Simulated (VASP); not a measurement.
# Y: single point with LDA

The system is Y.

```xyz
3
Lattice="4.1682 0.0000 0.0000 -2.0841 3.6098 0.0000 0.0000 0.0000 2.4390" Properties=species:S:1:pos:R:3 pbc="T T T"
Y     0.0000    0.0000    0.0000
Y     0.0000    2.4065    1.2195
Y     2.0841    1.2033    1.2195
```

- Program: VASP 6.6.1
- Task: single point
- Functional: LDA
- Potentials or basis: VASP PAW LDA potentials, release 64 (Y_sv)
- Cutoff: 520 eV
- k mesh: 9 × 9 × 12
- Occupations: fermi-dirac, width 0.05 eV
- Spin: no spin polarisation

The pressure is 161.4 GPa.

Stress tensor (GPa, compression positive):
```
161.19   0.00   0.00
  0.00 161.19   0.00
  0.00   0.00 161.88
```

Levels at points of the mesh, in eV from the Fermi level:
```
           k point  band 14  band 15  band 16  band 17  band 18  band 19  band 20  band 21
(0.00, 0.00, 0.00)    -2.44     1.03     1.39     2.05     2.05     2.86     2.86     3.52
(0.00, 0.00, 0.50)    -5.94    -2.75    -2.75     2.29     2.57     2.57     3.56     5.42
```

Wall time 33 s on 1 thread of Intel(R) Xeon(R) 6975P-C (Granite Rapids) (shared host), peak memory 0.19 GiB.
